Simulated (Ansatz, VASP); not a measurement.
# One calculation of Sn, two programs

```
Sn
1.0
     4.62558    0.00000    0.00000
     0.00000    4.62558    0.00000
     0.00000    0.00000   24.81234
Sn
7
Cartesian
  0.0000 0.0000 7.5000
  2.3128 0.0000 9.1354
  2.3128 2.3128 10.7708
  0.0000 2.3128 12.4062
  0.0000 0.0000 14.0416
  2.3128 0.0000 15.6769
  2.3128 2.3128 17.3123
```

Alike in both runs: task single point; functional PBEsol; k mesh 8 × 8 × 1; occupations gaussian, width 0.1 eV; no spin polarisation.

|  | VASP | Ansatz |
| --- | --- | --- |
| version | VASP 6.6.1 | Ansatz 0.2.0 |
| potentials or method | VASP PAW PBE potentials, release 64 (Sn_d), cutoff 520 eV | scalar-relativistic, plane waves, PAW |
| valence electrons in the cell | 98 | 98 |

```csv
,VASP,Ansatz,Ansatz less VASP
gap on the k mesh at the Fermi level (eV),none,none,-
rms of the force components (eV/Å),0.040,0.040,-0.0007
"work function, face that differs most (eV)",4.62,4.62,-0.001
```

VASP's potentials were made for PBE, not for PBEsol. Atom by atom the forces differ by 0.001 eV/Å (rms over components). A gap of «none» marks a metal or a gap that the smearing closes.
